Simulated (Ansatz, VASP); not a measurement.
PtSe2 in VASP and in Ansatz

Contents of INCAR:

```
PREC = Accurate
ENCUT = 600
EDIFF = 1E-7
ISMEAR = -1
SIGMA = 0.05
LREAL = False
LASPH = True
NELM = 80
ALGO = Normal
ISIF = 3
LWAVE = False
LCHARG = False
GGA = PE
IVDW = 13
IBRION = 2
NSW = 60
EDIFFG = -0.01
```

File KPOINTS:

```
Automatic mesh
0
Gamma
  8 8 5
```

Contents of POSCAR:

```
PtSe2
1.0
    3.7240000000      0.0000000000      0.0000000000
   -1.8620000000      3.2250786037      0.0000000000
    0.0000000000      0.0000000000      5.0620000000
Pt Se
1 2
Direct
    0.0000000000      0.0000000000      0.0000000000
    0.6666666667      0.3333333333      0.7500000000
    0.3333333333      0.6666666667      0.2500000000
```

input.yaml

```yaml
crystal:
  lattice:
    - [3.724, 0.0, 0.0]
    - [-1.862, 3.2250786037, 0.0]
    - [0.0, 0.0, 5.062]
  atoms:
    - { symbol: Pt, position: [0.0, 0.0, 0.0] }
    - { symbol: Se, position: [0.6666666667, 0.3333333333, 0.75] }
    - { symbol: Se, position: [0.3333333333, 0.6666666667, 0.25] }
hamiltonian:
  xc: pbe
  pseudopotentials: { kind: paw }
  dispersion: d4
kpoints:
  mp_grid: { grid: [8, 8, 5] }
scf:
  occupations: { method: fermi_dirac, width: 0.05 }
output:
  forces: true
  stress: true
  write_density: true
  write_potential: true
  elf: true
  volumetric_format: npy
relax:
  f_tol: 0.01
  max_steps: 40
  cell: { stress_tol: 0.05 }
```

Alike in both runs: task relaxation of cell and atoms; functional PBE; dispersion D4; k mesh 8 × 8 × 5; occupations fermi-dirac, width 0.05 eV; no spin polarisation.

|  | VASP | Ansatz |
| --- | --- | --- |
| version | VASP 6.6.1 | Ansatz 0.2.0 |
| potentials or method | VASP PAW PBE potentials, release 64 (Pt, Se) | Ansatz PAW |
| plane-wave cutoff (eV) | 600 | 420 |
| valence electrons in the cell | 22 | 50 |

|  | VASP | Ansatz | Ansatz less VASP |
| --- | --- | --- | --- |
| gap on the k mesh at the Fermi level, each at its own relaxed structure (eV) | none | none | - |
| relaxed volume (Å³/atom) | 19.78 | 19.78 | -0.001 |
| relaxed cell length with the largest relative difference (Å) | 4.821 | 4.820 | -0.0009 |

A gap of «none» marks a metal or a gap that the smearing closes. VASP's potentials hold 22 valence electrons a cell and Ansatz's 50, so a difference there can come from the potentials and not from the codes.

Neither program's run includes spin-orbit coupling. Noted on Ansatz's run: the plane-wave basis is chosen anew once the cell has moved, so the energies of steps on either side of that aren't comparable.
